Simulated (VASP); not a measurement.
# BN (P6_3mc) in VASP: single point with r2SCAN+D3(BJ)

Aim: the single point of BN with r2SCAN+D3(BJ).

All numbers are computed with VASP 6.6.1; they aren't measurements. Logs are shortened: lines on timing, memory, paths and dates and some standing lists are left out, and cuts for length are marked.

### Step 1. The cell of the first run

Symmetry: P6_3mc, No. 186, hexagonal system. Conventional cell: a = 2.532 Å, b = 2.532 Å, c = 4.189 Å, α = 90.00°, β = 90.00°, γ = 120.00°. Within 2.1 Å of B (site symmetry 3m) lie 4 N at 1.55 to 1.57 Å. N (site symmetry 3m) has 4 B at 1.55 to 1.57 Å within 2.1 Å.

### Step 2. Single point, r2SCAN+D3(BJ) (5.82 Å³/atom)

POSCAR reads:

```
BN
1.0
    2.5324076112      0.0000000000      0.0000000000
   -1.2662038056      2.1931293240      0.0000000000
    0.0000000000      0.0000000000      4.1888785933
B N
2 2
Direct
    0.6666666667      0.3333333333      0.0002534944
    0.3333333333      0.6666666667      0.5002534944
    0.6666666667      0.3333333333      0.3747465056
    0.3333333333      0.6666666667      0.8747465056
```

INCAR.step1 reads:

```
ALGO = Normal
EDIFF = 1E-5
ENCUT = 1460
GGA = PE
GGA_COMPAT = False
ISMEAR = 0
LASPH = True
LCHARG = False
LREAL = False
LWAVE = True
NBANDS = 16
NELM = 120
PREC = Accurate
SIGMA = 0.05
```

INCAR.step2 reads:

```
ALGO = Normal
EDIFF = 1E-6
ENCUT = 1460
GGA_COMPAT = False
ISIF = 2
ISMEAR = 0
ISTART = 1
IVDW = 12
LASPH = True
LCHARG = False
LMIXTAU = True
LREAL = False
LWAVE = False
METAGGA = R2SCAN
NBANDS = 16
NELM = 120
PREC = Accurate
SIGMA = 0.05
VDW_A1 = 0.49484001
VDW_A2 = 5.73083694
VDW_S6 = 1.0
VDW_S8 = 0.78981345
```

KPOINTS reads:

```
k-points
0
Gamma
  10 10 6
```

Potentials or basis: VASP PAW PBE potentials, release 64 (B_h, N_h).

The run is started by

```bash
$ cat potpaw_PBE.64/B_h/POTCAR potpaw_PBE.64/N_h/POTCAR > POTCAR
$ cp INCAR.step1 INCAR
$ mpirun -np 1 vasp_std > vasp.out
$ cp INCAR.step2 INCAR
$ mpirun -np 1 vasp_std > vasp.out
```

OUTCAR:

```text
EDIFF = 1E-6
   ENCUT = 1460
   ISIF = 2
   ISMEAR = 0
   ISTART = 1
   IVDW = 12
   LASPH = True
   LREAL = False
   METAGGA = R2SCAN
   NELM = 120
   PREC = Accurate
 IVDW          = 12

 ion  position               nearest neighbor table
   1  0.667  0.333  0.000-
   2  0.333  0.667  0.500-
   3  0.667  0.333  0.375-
   4  0.333  0.667  0.875-

  LATTYP: Found a hexagonal cell.
 ALAT       =     2.5324076112
 C/A-ratio  =     1.6541091469

  Lattice vectors:

 A1 = (   2.5324076112,   0.0000000000,   0.0000000000)
 A2 = (  -1.2662038056,   2.1931293240,   0.0000000000)
 A3 = (   0.0000000000,   0.0000000000,   4.1888785933)

Analysis of symmetry for initial positions (statically):
=====================================================================
 Subroutine PRICEL returns:
 Original cell was already a primitive cell.

 Routine SETGRP: Setting up the symmetry group for a
 hexagonal supercell.

 Subroutine GETGRP returns: Found 12 space group operations
 (whereof  6 operations were pure point group operations)
 out of a pool of 24 trial point group operations.

The static configuration has the point symmetry C_3v.
 The point group associated with its full space group is C_6v.

Analysis of symmetry for dynamics (positions and initial velocities):
=====================================================================
 Subroutine PRICEL returns:
 Original cell was already a primitive cell.

 Routine SETGRP: Setting up the symmetry group for a
 hexagonal supercell.

 Subroutine GETGRP returns: Found 12 space group operations
 (whereof  6 operations were pure point group operations)
 out of a pool of 24 trial point group operations.

The dynamic configuration has the point symmetry C_3v.
 The point group associated with its full space group is C_6v.

 Subroutine INISYM returns: Found 12 space group operations
 (whereof  6 operations are pure point group operations),
 and found     1 'primitive' translations

----------------------------------------------------------------------------------------

                                     Primitive cell

  volume of cell :      23.2646

  direct lattice vectors                    reciprocal lattice vectors
     2.532407611  0.000000000  0.000000000     0.394881138  0.227984731  0.000000000
    -1.266203806  2.193129324  0.000000000     0.000000000  0.455969463  0.000000000
     0.000000000  0.000000000  4.188878593     0.000000000  0.000000000  0.238727377

  length of vectors
[... 91 lines left out ...]
   NFREE  =      0    steps in history (QN), initial steepest desc. (CG)
   ISIF   =      2    stress and relaxation
   ISYM   =      2    0-nonsym 1-usesym 2-fastsym
   POTIM  = 0.5000    time-step for ionic-motion
   TEBEG  =    0.0;   TEEND  =   0.0 temperature during run
   PSTRESS=    0.0 pullay stress
   NELECT =      16.0000    total number of electrons
   NUPDOWN=      -1.0000    fix difference up-down
   EMIN   =  10.00;   EMAX   =-10.00  energy-range for DOS
   EFERMI =   0.00;   METHOD = LEGACY
   ISMEAR =     0;   SIGMA  =   0.05  broadening in eV -4-tet -1-fermi 0-gaus
   EFERMI_NEDOS =   21; number of points for ismear=-14 and -15
   IALGO  =     38    algorithm
   IMIX   =      4    mixing-type and parameters
     AMIX     =   0.40;   BMIX     =  1.00
     AMIX_MAG =   1.60;   BMIX_MAG =  1.00
  volume/ion in A,a.u.               =       5.82        39.25
  Fermi-wavevector in a.u.,A,eV,Ry     =   1.445050  2.730749 28.411281  2.088170
  Thomas-Fermi vector in A             =   2.563276
   LORBIT       =      0    0 simple, 1 ext, 2 COOP (PROOUT), +10 PAW based schemes
   METAGGA = R2SCAN    functional components
   LHFCALC =     F    Hartree Fock is set to
   AEXX    =    0.0000 exact exchange contribution
   IVDW    =    12    specifies the selected vdW correction
   LEPSILON=     F    determine dielectric tensor
   LRPA    =     F    only Hartree local field effects (RPA)
 non-spin polarized calculation
 Gauss-broadening in eV      SIGMA  =   0.05
  energy-cutoff  :     1460.00
  volume of cell :       23.26
 maximum number of plane-waves:      2970
 NGX is ok and might be reduce to    32
   NGX = 15   NGY = 15   NGZ = 27

 number of electron      16.0000000 magnetization

 Free energy of the ion-electron system (eV)
  ---------------------------------------------------
  ext. energy  EPLUGINS =         0.00000000
  ---------------------------------------------------
  free energy    TOTEN  =       -38.32496193 eV

  energy without entropy =      -38.32496193  energy(sigma->0) =      -38.32496193

 E-fermi :   9.5603     XC(G=0): -13.8287

 val. band max:        9.3066545756   @ k =   0.0000   0.0000   0.0000
 cond. band min:      15.2213596100   @ k =   0.3000   0.3000   0.0000
 fundamental gap:      5.9147050343
 Fermi energy:         9.5602874507

 k-point     1 :       0.0000    0.0000    0.0000
  band No.  band energies     occupation
      1     -12.3413      2.00000
      2      -8.0378      2.00000
      3      -2.1505      2.00000
      4       7.0698      2.00000
      5       7.0698      2.00000
      6       9.0238      2.00000
[... 433 lines left out ...]
      3      -0.8553      2.00000
      4       0.8768      2.00000
      5       2.6120      2.00000
      6       3.6612      2.00000
[... 8 lines left out ...]
     15      27.5095      0.00000
     16      27.9350      0.00000

 [... further k-points ...]

------------------------ aborting loop because EDIFF is reached ----------------------------------------

 Edisp (eV)   -0.39937

 E8    (eV) :    -0.0857

  FORCE on cell =-STRESS in cart. coord.  units (eV):
  Direction    XX          YY          ZZ          XY          YZ          ZX
  --------------------------------------------------------------------------------------
  -------------------------------------------------------------------------------------
  Total       0.31553     0.31553     0.32019     0.00000     0.00000     0.00000
  in kB      21.72978    21.72978    22.05088     0.00000     0.00000     0.00000
  external pressure =       21.84 kB  Pullay stress =        0.00 kB

 VOLUME and BASIS-vectors are now :
 -----------------------------------------------------------------------------
  energy-cutoff  :     1460.00
  volume of cell :       23.26
      direct lattice vectors                 reciprocal lattice vectors
     2.532407611  0.000000000  0.000000000     0.394881138  0.227984731  0.000000000
    -1.266203806  2.193129324  0.000000000     0.000000000  0.455969463  0.000000000
     0.000000000  0.000000000  4.188878593     0.000000000  0.000000000  0.238727377

 POSITION                                       TOTAL-FORCE (eV/Angst)
 -----------------------------------------------------------------------------------
      1.26620      0.73104      0.00106        -0.000000      0.000000      0.001194
     -0.00000      1.46209      2.09550         0.000000     -0.000000      0.001194
      1.26620      0.73104      1.56977         0.000000     -0.000000     -0.001194
     -0.00000      1.46209      3.66421        -0.000000      0.000000     -0.001194
 -----------------------------------------------------------------------------------
    total drift:                               -0.000000     -0.000000      0.006736

  FREE ENERGIE OF THE ION-ELECTRON SYSTEM (eV)
  ---------------------------------------------------
  free  energy   TOTEN  =       -38.7243319490 eV

  energy  without entropy=      -38.7243319490  energy(sigma->0) =      -38.72433195
```

OSZICAR.step1:

```text
N       E                     dE             d eps       ncg     rms          rms(c)
DAV:   1     0.866814957114E+02    0.86681E+02   -0.15640E+04  1792   0.221E+03
DAV:   2    -0.298619693289E+02   -0.11654E+03   -0.10332E+03  2560   0.301E+02
DAV:   3    -0.367401080717E+02   -0.68781E+01   -0.68236E+01  2464   0.670E+01
DAV:   4    -0.367880836234E+02   -0.47976E-01   -0.47967E-01  1992   0.659E+00
DAV:   5    -0.367884377410E+02   -0.35412E-03   -0.35411E-03  2280   0.568E-01    0.860E+00
DAV:   6    -0.350054009553E+02    0.17830E+01   -0.22037E+00  2224   0.132E+01    0.328E+00
DAV:   7    -0.348818354810E+02    0.12357E+00   -0.42348E-01  2376   0.511E+00    0.178E+00
DAV:   8    -0.348561738658E+02    0.25662E-01   -0.54500E-02  2136   0.208E+00    0.286E-01
DAV:   9    -0.348548182967E+02    0.13556E-02   -0.44992E-03  2224   0.729E-01    0.136E-01
DAV:  10    -0.348549809946E+02   -0.16270E-03   -0.81764E-04  2096   0.290E-01    0.345E-02
DAV:  11    -0.348549896292E+02   -0.86345E-05   -0.11882E-04  2344   0.106E-01    0.144E-02
DAV:  12    -0.348549886440E+02    0.98511E-06   -0.11971E-05  1024   0.364E-02
   1 F= -.34854989E+02 E0= -.34854989E+02  d E =-.140728E-19
```

Wall time 2.3 min (1 thread of AMD EPYC 9R45 (Zen 5), shared host); peak memory 0.25 GiB.

What came out:

```
Free energy                : -38.7243 eV
Pressure                   : 2.2 GPa
Band gap on the k mesh     : 5.91 eV (least direct gap 9.06 eV)
Dispersion energy per atom : -0.100 eV
```

Caveat: the PAW data sets were made with another functional, which shifts forces and pressure a little. A k mesh can miss the band edges.
